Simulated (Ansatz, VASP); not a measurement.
# Two plane-wave programs on BaMgAsF

```xyz
8
Lattice="4.3671 0.0000 0.0000 0.0000 4.3671 0.0000 0.0000 0.0000 9.5247" Properties=species:S:1:pos:R:3 pbc="T T T"
Ba    2.1835    0.0000    1.4925
Ba    0.0000    2.1835    8.0322
As    2.1835    0.0000    6.3149
As    0.0000    2.1835    3.2099
Mg    2.1835    2.1835    4.7624
Mg    0.0000    0.0000    4.7624
F     2.1835    2.1835    0.0000
F     0.0000    0.0000    0.0000
```

Alike in both runs: functional PBE; dispersion D3(BJ); k mesh 6 × 6 × 4; occupations gaussian, width 0.02 eV; no spin polarisation.

Ansatz relaxed the structure, and its values are those at the end. VASP's run is a single point on that final structure, the one shown.

|  | VASP | Ansatz |
| --- | --- | --- |
| version | VASP 6.6.1 | Ansatz 0.2.0 |
| potentials or method | VASP PAW PBE potentials, release 64 (Ba_sv, As, Mg, F), cutoff 520 eV | scalar-relativistic, plane waves, PAW |
| valence electrons in the cell | 48 | 84 |

VASP gave:

```
gap on the k mesh at the Fermi level (eV) : 1.55
least direct gap on the mesh (eV)         : 1.55
pressure (GPa)                            : 0.6
rms of the force components (eV/Å)        : 0.038
```

Problem. Which values does Ansatz return?

Solution. gap on the k mesh at the Fermi level (eV): 1.58; least direct gap on the mesh (eV): 1.58; pressure (GPa): 0.0; rms of the force components (eV/Å): 0.000.

VASP's potentials hold 48 valence electrons a cell and Ansatz's 84, so a difference there can come from the potentials and not from the codes.

Neither program's run includes spin-orbit coupling.
